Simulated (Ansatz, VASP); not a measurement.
# BaBeC5 in VASP and in Ansatz

```
Ba Be C
1.0
     3.88452    0.00000    0.00000
     0.00000    3.88452    0.00000
     0.00000    0.00000    6.81687
Ba Be C
1 1 5
Direct
  0.00000 0.00000 0.50000
  0.50000 0.50000 0.00000
  0.00000 0.50000 0.29245
  0.00000 0.50000 0.70755
  0.50000 0.00000 0.29245
  0.50000 0.00000 0.70755
  0.00000 0.00000 0.00000
```

Change from the starting cell: species swapped into the ZnPPd5 type (P4/mmm, No. 123).

Alike in both runs: task single point; functional PBE; k mesh 4 × 4 × 4; occupations gaussian, width 0.1 eV; no spin polarisation.

|  | VASP | Ansatz |
| --- | --- | --- |
| version | VASP 6.6.1 | Ansatz 0.2.0 |
| potentials or method | VASP PAW PBE potentials, release 64 (Ba_sv, Be, C), cutoff 520 eV | scalar-relativistic, plane waves, PAW |
| valence electrons in the cell | 32 | 32 |

```csv
,VASP,Ansatz,Ansatz less VASP
gap on the k mesh at the Fermi level (eV),none,none,-
pressure (GPa),-1.1,-4.4,-3.27
"traceless stress, the component that is largest in VASP (GPa)",-0.48,-0.54,-0.056
rms of the force components (eV/Å),1.433,1.276,-0.1576
```

Atom by atom the forces differ by 0.158 eV/Å (rms over components). A gap of «none» marks a metal or a gap that the smearing closes. The functional is the same, so the differences come from potentials, cutoffs and numerics.

The k mesh is coarse, so the values compare programs but aren't converged. Spin-orbit coupling is off throughout.
